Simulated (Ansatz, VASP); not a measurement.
**CdS in VASP and in Ansatz**

```
CELL_PARAMETERS angstrom
4.13480 0.00000 0.00000
-2.06740 3.58084 0.00000
0.00000 0.00000 6.68151
ATOMIC_POSITIONS crystal
Cd 0.33333 0.66667 0.00000
Cd 0.66667 0.33333 0.50000
S 0.33333 0.66667 0.38500
S 0.66667 0.33333 0.88500
```

Change from the starting cell: zz strain of -1 %.

Alike in both runs: task single point; functional PBEsol; k mesh 7 × 7 × 4; occupations fermi-dirac, width 0.01 eV; no spin polarisation.

|  | VASP | Ansatz |
| --- | --- | --- |
| version | VASP 6.6.1 | Ansatz 0.2.0 |
| potentials or method | VASP PAW PBE potentials, release 64 (Cd, S), cutoff 520 eV | all-electron LAPW, scalar-relativistic |

|  | VASP | Ansatz | Ansatz less VASP |
| --- | --- | --- | --- |
| gap on the k mesh at the Fermi level (eV) | 1.12 | 1.12 | -0.004 |
| pressure (GPa) | 0.4 | 0.0 | -0.37 |
| traceless stress, the component that is largest in VASP (GPa) | -0.86 | -0.81 | +0.041 |
| rms of the force components (eV/Å) | 0.116 | 0.113 | -0.0036 |

VASP's potentials were made for PBE, not for PBEsol. Atom by atom the forces differ by 0.004 eV/Å (rms over components). Ansatz ran all-electron here, and VASP with PAW potentials.
